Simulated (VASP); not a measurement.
A run of VASP 6.6.1 is set up as follows.

Contents of POSCAR:

```
AgCl
1.0
    0.0000000000      2.7350000000      2.7350000000
    2.7350000000      0.0000000000      2.7350000000
    2.7350000000      2.7350000000      0.0000000000
Ag Cl
1 1
Direct
    0.0000000000      0.0000000000      0.0000000000
    0.5000000000      0.5000000000      0.5000000000
```

The input INCAR.step1:

```
SYSTEM = AgCl
ALGO = Normal ; EDIFF = 1E-5
ENCUT = 520 ; GGA = PE
ISIF = 2 ; ISMEAR = -1
LASPH = .TRUE. ; LCHARG = .FALSE.
LREAL = .FALSE. ; LWAVE = .TRUE.
NBANDS = 16 ; NELM = 100
PREC = Accurate ; SIGMA = 0.05
```

Contents of INCAR.step2:

```
SYSTEM = AgCl
AEXX = 0.25 ; ALGO = Normal
EDIFF = 1E-6 ; ENCUT = 520
ISIF = 2 ; ISMEAR = -1
ISTART = 1 ; LASPH = .TRUE.
LCHARG = .FALSE. ; LHFCALC = .TRUE.
LMIXTAU = .TRUE. ; LREAL = .FALSE.
LWAVE = .FALSE. ; METAGGA = R2SCAN
NBANDS = 16 ; NELM = 100
PREC = Accurate ; PRECFOCK = Normal
SIGMA = 0.05
```

Contents of KPOINTS:

```
k-points
0
G
  5 5 5
  0 0 0
```

Potentials or basis: VASP PAW PBE potentials, release 64 (Ag, Cl).

Run with:

```bash
$ cat potpaw_PBE.64/Ag/POTCAR potpaw_PBE.64/Cl/POTCAR > POTCAR
$ cp INCAR.step1 INCAR
$ mpirun -np 1 vasp_std > vasp.out
$ cp INCAR.step2 INCAR
$ mpirun -np 1 vasp_std > vasp.out
```

**Question.** What does it give for the band gap on the k mesh?

**Answer.** 3.62 eV (least direct gap 5.94 eV).

**Question.** What does it give for the pressure?

**Answer.** 2.5 GPa.

Caveat: the PAW data sets were made with another functional, which shifts forces and pressure a little; an odd mesh through Γ misses points on the zone boundary, where band edges can lie.
